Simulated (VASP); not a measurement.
Write the native input for VASP 6.6.1 that does the following.

```
Task                   : single point
Functional             : PBEsol
Potentials or basis    : VASP PAW PBE potentials, release 64 (In_d)
Cutoff                 : 520 eV
k mesh                 : 16 × 16 × 16
Occupations            : fermi-dirac, width 0.1 eV
Spin                   : no spin polarisation
Dipole correction      : no
Further INCAR settings : ALGO = Normal; EDIFF = 1e-07; NBANDS = 12
```

The structure of In lies in POSCAR:

```
In
1.0
   -1.3722271737      1.3722271737      1.3722271737
    1.3722271737     -1.3722271737      1.3722271737
    1.3722271737      1.3722271737     -1.3722271737
In
1
Direct
    0.0000000000      0.0000000000      0.0000000000
```

This cell differs from its parent crystal: volume scaled by 0.4.

These files were run (other wordings do the same):

INCAR

```
ALGO = Normal
EDIFF = 1E-7
ENCUT = 520
GGA = PS
ISIF = 2
ISMEAR = -1
LASPH = T
LCHARG = T
LELF = T
LREAL = F
LVHAR = T
LWAVE = F
NBANDS = 12
NELM = 100
PREC = Accurate
SIGMA = 0.1
```

KPOINTS

```
k-points
0
Gamma
  16 16 16
```

Potentials or basis: VASP PAW PBE potentials, release 64 (In_d).

Run with:

```console
$ cat potpaw_PBE.64/In_d/POTCAR > POTCAR
$ mpirun -np 1 vasp_std > vasp.out
```

Results of the run:

```
Pressure : 414.0 GPa
```

Caveat: the PAW data sets were made with another functional, which shifts forces and pressure a little.

Run time: 24 s on 1 thread of Intel(R) Xeon(R) Platinum 8259CL CPU @ 2.50GHz (Skylake/Cascade Lake), with other jobs on the host, peak memory 0.13 GiB.
